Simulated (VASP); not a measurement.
# EuO (Fm-3m) in VASP: notebook

EuO is run at these levels: PBE+U; tasks: single point.

Program: VASP 6.6.1. These are calculated values, not measurements. Logs are shortened: lines on timing, memory, paths and dates and some standing lists are left out, and cuts for length are marked.

## 1. The cell of the first run

It takes space group Fm-3m (No. 225, cubic). The conventional cell has a = 5.144 Å, b = 5.144 Å, c = 5.144 Å, α = 90.00°, β = 90.00°, γ = 90.00°. Eu (site symmetry m-3m) has 6 O at 2.57 Å within 3.4 Å. O (site symmetry m-3m) has 6 Eu at 2.57 Å within 3.4 Å.

## 2. Single point, PBE+U, collinear spin, ferromagnetic start

INCAR

```
  PREC = Accurate
  ENCUT = 600
  EDIFF = 1E-6
  ISMEAR = 0
  SIGMA = 0.05
  LREAL = F
  LASPH = T
  NELM = 200
  ALGO = Normal
  ISIF = 2
  LWAVE = F
  LCHARG = F
  ISPIN = 2
  MAGMOM = 7 0
  LORBIT = 11
  LMAXMIX = 6
  LDAU = T
  LDAUTYPE = 2
  LDAUL = 3 -1
  LDAUU = 6 0
  LDAUJ = 0 0
  LDAUPRINT = 1
  GGA = PE
  NBANDS = 22
  GGA_COMPAT = F
```

KPOINTS

```
regular mesh
0
Gamma
  5 5 5
```

POSCAR

```
EuO
1.0
    0.0000000000      2.5719519658      2.5719519658
    2.5719519658      0.0000000000      2.5719519658
    2.5719519658      2.5719519658      0.0000000000
Eu O
1 1
Direct
    0.5000000000      0.5000000000      0.5000000000
    0.0000000000      0.0000000000      0.0000000000
```

Potentials or basis: VASP PAW PBE potentials, release 64 (Eu, O).

Launch:

```sh
$ cat potpaw_PBE.64/Eu/POTCAR potpaw_PBE.64/O/POTCAR > POTCAR
$ mpirun -np 1 vasp_std > vasp.out
```

OUTCAR:

```text
PREC = Accurate
   ENCUT = 600
   EDIFF = 1E-6
   ISMEAR = 0
   LREAL = F
   LASPH = T
   NELM = 200
   ISIF = 2
   ISPIN = 2
   LORBIT = 11
   GGA = PE

 ion  position               nearest neighbor table
   1  0.500  0.500  0.500-   2 2.57   2 2.57   2 2.57   2 2.57   2 2.57   2 2.57
   2  0.000  0.000  0.000-   1 2.57   1 2.57   1 2.57   1 2.57   1 2.57   1 2.57

  LATTYP: Found a face centered cubic cell.
 ALAT       =     5.1439039316

  Lattice vectors:

 A1 = (   0.0000000000,   2.5719519658,   2.5719519658)
 A2 = (   2.5719519658,   0.0000000000,   2.5719519658)
 A3 = (   2.5719519658,   2.5719519658,   0.0000000000)

Analysis of symmetry for initial positions (statically):
=====================================================================
 Subroutine PRICEL returns:
 Original cell was already a primitive cell.

 Routine SETGRP: Setting up the symmetry group for a
 face centered cubic supercell.

 Subroutine GETGRP returns: Found 48 space group operations
 (whereof 48 operations were pure point group operations)
 out of a pool of 48 trial point group operations.

The static configuration has the point symmetry O_h .

Analysis of symmetry for dynamics (positions and initial velocities):
=====================================================================
 Subroutine PRICEL returns:
 Original cell was already a primitive cell.

 Routine SETGRP: Setting up the symmetry group for a
 face centered cubic supercell.

 Subroutine GETGRP returns: Found 48 space group operations
 (whereof 48 operations were pure point group operations)
 out of a pool of 48 trial point group operations.

The dynamic configuration has the point symmetry O_h .

Analysis of structural, dynamic, and magnetic symmetry:
=====================================================================
 Subroutine PRICEL returns:
 Original cell was already a primitive cell.

 Routine SETGRP: Setting up the symmetry group for a
 face centered cubic supercell.

 Subroutine GETGRP returns: Found 48 space group operations
 (whereof 48 operations were pure point group operations)
 out of a pool of 48 trial point group operations.

The overall configuration has the point symmetry O_h .
[... 164 lines left out ...]
  o =  0.9756  v =  0.0000 -0.0000 -0.0000 -0.0000 -0.7906 -0.0007 -0.6124  0.0000  0.0000  0.0000  0.0000  0.0000  0.0000  0.0000      0.0000  0.0000  0.0000  0.0000  0.0000  0.0000  0.0000  0.0000  0.0000  0.0000  0.0000  0.0000  0.0000  0.0000
  o =  0.9756  v =  0.6124 -0.0000 -0.7906  0.0000  0.0000  0.0000  0.0000  0.0000  0.0000  0.0000  0.0000  0.0000  0.0000  0.0000      0.0000  0.0000  0.0000  0.0000  0.0000  0.0000  0.0000  0.0000  0.0000  0.0000  0.0000  0.0000  0.0000  0.0000
  o =  0.9756  v =  0.0000 -0.0000 -0.0000 -0.0000  0.0005 -1.0000  0.0004  0.0000  0.0000  0.0000  0.0000  0.0000  0.0000  0.0000      0.0000  0.0000  0.0000  0.0000  0.0000  0.0000  0.0000  0.0000  0.0000  0.0000  0.0000  0.0000  0.0000  0.0000

 number of electron      23.0000000 magnetization       7.0000004

 Free energy of the ion-electron system (eV)
  ---------------------------------------------------
  ext. energy  EPLUGINS =         0.00000000
  ---------------------------------------------------
  free energy    TOTEN  =       -21.12874605 eV

  energy without entropy =      -21.12874434  energy(sigma->0) =      -21.12874519

 E-fermi :   3.7922     XC(G=0): -10.7546

 val. band max:        3.6696607231   @ k =   0.0000   0.0000   0.0000
 cond. band min:       3.9211269384   @ k =   0.4000   0.4000   0.0000
 fundamental gap:      0.2514662153
 Fermi energy:         3.7921730648

 spin component 1

 k-point     1 :       0.0000    0.0000    0.0000
  band No.  band energies     occupation
      1     -36.0090      1.00000
      2     -14.5824      1.00000
      3     -14.5824      1.00000
      4     -14.5824      1.00000
      5     -13.9662      1.00000
      6       0.6594      1.00000
[... 239 lines left out ...]
     21      13.6702      0.00000
     22      14.8680      0.00000
 Fermi energy:         3.7921730648

 spin component 2

 k-point     1 :       0.0000    0.0000    0.0000
  band No.  band energies     occupation
      1     -32.9036      1.00000
      2     -14.0463      1.00000
      3     -12.2616      1.00000
      4     -12.2616      1.00000
      5     -12.2616      1.00000
      6       1.0553      1.00000
[... 239 lines left out ...]
     21      15.3649      0.00000
     22      16.5133      0.00000

------------------------ aborting loop because EDIFF is reached ----------------------------------------

  FORCE on cell =-STRESS in cart. coord.  units (eV):
  Direction    XX          YY          ZZ          XY          YZ          ZX
  --------------------------------------------------------------------------------------
  -------------------------------------------------------------------------------------
  Total        0.3039153      0.3039153      0.3039153      0.0000000      0.0000000      0.0000000
  in kB       14.3101627     14.3101627     14.3101627      0.0000000      0.0000000      0.0000000
  external PRESSURE =      14.3101627 kB  Pullay stress =       0.0000000 kB

 VOLUME and BASIS-vectors are now :
 -----------------------------------------------------------------------------
  energy-cutoff  :      600.00
  volume of cell :       34.03
      direct lattice vectors                 reciprocal lattice vectors
     0.000000000  2.571951966  2.571951966    -0.194404875  0.194404875  0.194404875
     2.571951966  0.000000000  2.571951966     0.194404875 -0.194404875  0.194404875
     2.571951966  2.571951966  0.000000000     0.194404875  0.194404875 -0.194404875

 POSITION                                       TOTAL-FORCE (eV/Angst)
 -----------------------------------------------------------------------------------
      2.57195      2.57195      2.57195         0.000000     -0.000000      0.000000
      0.00000      0.00000      0.00000        -0.000000      0.000000     -0.000000
 -----------------------------------------------------------------------------------
    total drift:                                0.000000     -0.000000      0.000000

  FREE ENERGIE OF THE ION-ELECTRON SYSTEM (eV)
  ---------------------------------------------------
  free  energy   TOTEN  =       -21.1287460486 eV

  energy  without entropy=      -21.1287443380  energy(sigma->0) =      -21.12874519

 total charge

# of ion       s       p       d       f       tot
--------------------------------------------------
    1        2.033   5.803   0.301   6.819  14.956
    2        1.551   3.409   0.000   0.000   4.960
--------------------------------------------------
tot          3.584   9.212   0.301   6.819  19.916

 magnetization (x)

# of ion       s       p       d       f       tot
--------------------------------------------------
    1       -0.014  -0.113   0.068   6.786   6.727
    2       -0.005  -0.086   0.000   0.000  -0.090
--------------------------------------------------
tot         -0.019  -0.199   0.068   6.786   6.636
```

Run time: 52 s. Hardware: 1 thread of AMD EPYC 7R13 (Zen 3), shared host; peak memory 0.17 GiB.

What came out:

| Property | Result |
| --- | --- |
| Free energy | -21.1287 eV |
| Pressure | 1.4 GPa |
| Band gap on the k mesh | 0.25 eV, indirect (least direct gap 0.42 eV) |
| Net moment | 7.00 μB per cell |
| Site moments | Eu +6.73; O -0.09 μB |
| Valence electrons inside the program's atomic spheres | Eu 14.96; O 4.96 |

Eigenvalues of the final occupation matrices:
```tsv
site	spin	trace	eigenvalues
site 1 f	1	6.81	0.96 0.97 0.97 0.97 0.98 0.98 0.98
site 1 f	2	0.02	0.00 0.00 0.00 0.00 0.00 0.00 0.00
```

Caveat: the k points lie up to 0.42 Å⁻¹ apart; spin-orbit coupling is left out, which moves the levels of the heavy elements; a cell with one magnetic atom can't hold antiferromagnetic order, which such compounds often take. The state reached can hang on the start; a lower one may exist.

## 3. Single point, PBE+U, collinear spin, ferromagnetic start

INCAR

```
PREC     = Accurate       # precision mode
ENCUT    = 600            # plane-wave cutoff, eV
EDIFF    = 1E-6           # SCF threshold, eV
ISMEAR   = 0              # smearing method
SIGMA    = 0.05           # smearing width, eV
LREAL    = False          # projectors in reciprocal space
LASPH    = True           # aspherical terms in the spheres
NELM     = 200            # most SCF steps
ALGO     = Normal         # electronic algorithm
ISIF     = 2              # what is computed and relaxed
LWAVE    = False          # write WAVECAR
LCHARG   = False          # write CHGCAR
ISPIN    = 2              # spin polarisation
MAGMOM   = 7.43 0         # initial moments
LORBIT   = 11             # projections on sites
LMAXMIX  = 6              # l up to which the mixer works
LDAU     = True           # DFT+U
LDAUTYPE = 2            
LDAUL    = 3 -1           # shell
LDAUU    = 6 0            # U, eV
LDAUJ    = 0 0          
LDAUPRINT= 1            
GGA      = PE             # functional
NBANDS   = 22             # bands
GGA_COMPAT= False
```

KPOINTS

```
regular mesh
0
Gamma
  6 6 6
```

POSCAR is that of step 2.

Potentials or basis: VASP PAW PBE potentials, release 64 (Eu, O).

Launch:

```sh
$ cat potpaw_PBE.64/Eu/POTCAR potpaw_PBE.64/O/POTCAR > POTCAR
$ mpirun -np 1 vasp_std > vasp.out
```

OUTCAR:

```text
PREC = Accurate
   ENCUT = 600
   EDIFF = 1E-6
   ISMEAR = 0
   LREAL = False
   LASPH = True
   NELM = 200
   ISIF = 2
   ISPIN = 2
   LORBIT = 11
   GGA = PE

 ion  position               nearest neighbor table
   1  0.500  0.500  0.500-   2 2.57   2 2.57   2 2.57   2 2.57   2 2.57   2 2.57
   2  0.000  0.000  0.000-   1 2.57   1 2.57   1 2.57   1 2.57   1 2.57   1 2.57

  LATTYP: Found a face centered cubic cell.
 ALAT       =     5.1439039316

  Lattice vectors:

 A1 = (   0.0000000000,   2.5719519658,   2.5719519658)
 A2 = (   2.5719519658,   0.0000000000,   2.5719519658)
 A3 = (   2.5719519658,   2.5719519658,   0.0000000000)

Analysis of symmetry for initial positions (statically):
=====================================================================
 Subroutine PRICEL returns:
 Original cell was already a primitive cell.

 Routine SETGRP: Setting up the symmetry group for a
 face centered cubic supercell.

[... 634 lines left out ...]
      4     -12.2759      1.00000
      5     -12.2759      1.00000
      6       1.0436      1.00000
[... 389 lines left out ...]
     21      15.3367      0.00000
     22      16.2335      0.00000

------------------------ aborting loop because EDIFF is reached ----------------------------------------

  FORCE on cell =-STRESS in cart. coord.  units (eV):
  Direction    XX          YY          ZZ          XY          YZ          ZX
  --------------------------------------------------------------------------------------
  -------------------------------------------------------------------------------------
  Total        0.2439313      0.2439313      0.2439313      0.0000000      0.0000000     -0.0000000
  in kB       11.4857559     11.4857559     11.4857559      0.0000000      0.0000000     -0.0000000
  external PRESSURE =      11.4857559 kB  Pullay stress =       0.0000000 kB

 VOLUME and BASIS-vectors are now :
 -----------------------------------------------------------------------------
  energy-cutoff  :      600.00
  volume of cell :       34.03
      direct lattice vectors                 reciprocal lattice vectors
     0.000000000  2.571951966  2.571951966    -0.194404875  0.194404875  0.194404875
     2.571951966  0.000000000  2.571951966     0.194404875 -0.194404875  0.194404875
     2.571951966  2.571951966  0.000000000     0.194404875  0.194404875 -0.194404875

 POSITION                                       TOTAL-FORCE (eV/Angst)
 -----------------------------------------------------------------------------------
      2.57195      2.57195      2.57195         0.000000      0.000000     -0.000000
      0.00000      0.00000      0.00000        -0.000000      0.000000      0.000000
 -----------------------------------------------------------------------------------
    total drift:                                0.000000     -0.000000      0.000000

  FREE ENERGIE OF THE ION-ELECTRON SYSTEM (eV)
  ---------------------------------------------------
  free  energy   TOTEN  =       -21.1315799407 eV

  energy  without entropy=      -21.1311999958  energy(sigma->0) =      -21.13138997

 total charge

# of ion       s       p       d       f       tot
--------------------------------------------------
    1        2.033   5.802   0.305   6.814  14.953
    2        1.551   3.408   0.000   0.000   4.959
--------------------------------------------------
tot          3.584   9.209   0.305   6.814  19.912

 magnetization (x)

# of ion       s       p       d       f       tot
--------------------------------------------------
    1       -0.014  -0.113   0.072   6.781   6.725
    2       -0.005  -0.090   0.000   0.000  -0.094
--------------------------------------------------
tot         -0.019  -0.203   0.072   6.781   6.631
```

OSZICAR:

```text
N       E                     dE             d eps       ncg     rms          rms(c)
DAV:   1     0.150767405237E+03    0.15077E+03   -0.89296E+03  1986   0.495E+03
DAV:   2     0.425419412901E+01   -0.14651E+03   -0.12610E+03  1932   0.441E+02
DAV:   3    -0.140586845473E+02   -0.18313E+02   -0.17917E+02  2182   0.118E+02
DAV:   4    -0.166429073371E+02   -0.25842E+01   -0.25672E+01  2636   0.278E+01
DAV:   5    -0.167115612188E+02   -0.68654E-01   -0.68608E-01  2256   0.616E+00    0.296E+01
DAV:   6    -0.211730039845E+02   -0.44614E+01   -0.10290E+01  2128   0.544E+01    0.218E+01
DAV:   7    -0.210478706912E+02    0.12513E+00   -0.32560E+00  2068   0.997E+01    0.137E+01
DAV:   8    -0.211146974395E+02   -0.66827E-01   -0.52426E-01  2078   0.618E+00    0.997E+00
DAV:   9    -0.211206783009E+02   -0.59809E-02   -0.50135E-02  2608   0.188E+00    0.478E+00
DAV:  10    -0.211305212704E+02   -0.98430E-02   -0.28536E-02  2174   0.372E+00    0.185E+00
DAV:  11    -0.211311823374E+02   -0.66107E-03   -0.69094E-03  2198   0.190E+00    0.113E+00
DAV:  12    -0.211314014513E+02   -0.21911E-03   -0.53669E-04  2338   0.299E-01    0.495E-01
DAV:  13    -0.211315217074E+02   -0.12026E-03   -0.18698E-04  2178   0.172E-01    0.252E-01
DAV:  14    -0.211315719807E+02   -0.50273E-04   -0.52446E-05  2286   0.129E-01    0.237E-01
DAV:  15    -0.211315780667E+02   -0.60860E-05   -0.18512E-05  2198   0.835E-02    0.811E-02
DAV:  16    -0.211315798189E+02   -0.17522E-05   -0.76386E-06  2120   0.515E-02    0.135E-02
DAV:  17    -0.211315799407E+02   -0.12175E-06   -0.41172E-07  1196   0.114E-02
   1 F= -.21131580E+02 E0= -.21131390E+02  d E =-.379945E-03  mag=     7.0000
```

stdout:

```text
POSCAR found type information on POSCAR EuO
 POSCAR found :  2 types and       2 ions
 scaLAPACK will be used
 LDA part: xc-table for (Slater+PW92), standard interpolation
 POSCAR, INCAR and KPOINTS ok, starting setup
 FFT: planning ... GRIDC
 FFT: planning ... GRID_SOFT
 FFT: planning ... GRID
 WAVECAR not read
 entering main loop
```

Run time: 89 s. Hardware: 1 thread of AMD EPYC 7R13 (Zen 3), shared host; peak memory 0.18 GiB.

What came out:

- Free energy: -21.1316 eV
- Pressure: 1.1 GPa
- Band gap on the k mesh: zero (filled and empty bands overlap)
- Net moment: 7.00 μB per cell
- Site moments: Eu +6.72; O -0.09 μB
- Valence electrons inside the program's atomic spheres: Eu 14.95; O 4.96

Eigenvalues of the final occupation matrices:
| site | spin | trace | eigenvalues |
| --- | --- | --- | --- |
| site 1 f | 1 | 6.81 | 0.96 0.97 0.97 0.97 0.98 0.98 0.98 |
| site 1 f | 2 | 0.02 | 0.00 0.00 0.00 0.00 0.00 0.00 0.00 |

Caveat: spin-orbit coupling is left out, which moves the levels of the heavy elements; a cell with one magnetic atom can't hold antiferromagnetic order, which such compounds often take.
